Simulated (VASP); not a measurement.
The system is GaN (rocksalt type).

```
Ga N
1.0
     0.00000    2.15443    2.15443
     2.15443    0.00000    2.15443
     2.15443    2.15443    0.00000
Ga N
1 1
Direct
  0.00000 0.00000 0.00000
  0.50000 0.50000 0.50000
```

| Item | Value |
| --- | --- |
| Program | VASP 6.6.1 |
| Task | relaxation of cell and atoms |
| Functional | r2SCAN |
| Potentials or basis | VASP PAW PBE potentials, release 64 (Ga_d, N) |
| Cutoff | 600 eV |
| k mesh | 15 × 15 × 15 |
| Occupations | fermi-dirac, width 0.1 eV |
| Spin | no spin polarisation |

At the start: pressure -12.8 GPa; volume 10.00 Å³/atom.

Problem. How do energy, volume and symmetry change on relaxing?

Solution. Over 3 steps the energy falls by 24.7 meV/atom and the volume is 9.42 Å³/atom (-5.8 %); space group Fm-3m (No. 225, to 0.1 Å) before and after.

Step by step:
| step | energy change (eV) | largest force (eV/Å) | pressure (GPa) | volume (Å³) |
| --- | --- | --- | --- | --- |
| 1 | 0.0000 | 0.0000 | -12.78 | 20.00 |
| 2 | 0.0012 | 0.0000 | 16.15 | 17.78 |
| 3 | -0.0495 | 0.0000 | 0.03 | 18.85 |

Final structure:
```yaml
crystal:
  lattice:
    - [0.00000, 2.11217, 2.11217]
    - [2.11217, 0.00000, 2.11217]
    - [2.11217, 2.11217, 0.00000]
  atoms:
    - { symbol: Ga, position: [0.00000, 0.00000, 0.00000] }
    - { symbol: N, position: [0.50000, 0.50000, 0.50000] }
```

Caveat: the PAW data sets were made with another functional, which shifts forces and pressure a little.
